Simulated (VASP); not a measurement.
A run of VASP 6.6.1:

Contents of INCAR:

```
SYSTEM = Ti
PREC = Accurate
ENCUT = 520
EDIFF = 1E-7
ISMEAR = 0
SIGMA = 0.1
LREAL = Auto
LASPH = .TRUE.
NELM = 100
ALGO = Normal
ISIF = 2
LWAVE = .FALSE.
LCHARG = .TRUE.
LDIPOL = .TRUE.
IDIPOL = 3
DIPOL = 0.5 0.5 0.500
GGA = PS
LELF = .TRUE.
LVHAR = .TRUE.
LVACPOTAV = .TRUE.
NBANDS = 110
```

Contents of KPOINTS:

```
Automatic mesh
0
G
  9 9 1
  0 0 0
```

Contents of POSCAR:

```
Ti
1.0
    4.5152900626      0.0000000000      0.0000000000
   -2.2576450313      3.9103558997      0.0000000000
    0.0000000000      0.0000000000     28.9939682486
Ti
16
Direct
    0.0000000000      0.0000000000      0.2586744917
    0.3333333333      0.6666666667      0.3069395934
    0.6666666667      0.3333333333      0.3069395934
    0.0000000000      0.0000000000      0.3552046950
    0.3333333333      0.6666666667      0.4034697967
    0.6666666667      0.3333333333      0.4034697967
    0.0000000000      0.0000000000      0.4517348983
    0.3333333333      0.6666666667      0.5000000000
    0.6666666667      0.3333333333      0.5000000000
    0.0000000000      0.0000000000      0.5482651017
    0.3333333333      0.6666666667      0.5965302033
    0.6666666667      0.3333333333      0.5965302033
    0.0000000000      0.0000000000      0.6447953050
    0.3333333333      0.6666666667      0.6930604066
    0.6666666667      0.3333333333      0.6930604066
    0.0000000000      0.0000000000      0.7413255083
```

Potentials or basis: VASP PAW PBE potentials, release 64 (Ti_sv).

Launch:

```bash
$ cat potpaw_PBE.64/Ti_sv/POTCAR > POTCAR
$ mpirun -np 1 vasp_std > vasp.out
```

Hardware: 1 thread of Intel(R) Xeon(R) Platinum 8488C (Sapphire Rapids), on a shared host.

Question: Estimate the wall time of this run.

Answer: Wall time 60 min on 1 thread of Intel(R) Xeon(R) Platinum 8488C (Sapphire Rapids), on a shared host, peak memory 0.81 GiB. Counts: scf iterations 45, k points 12.
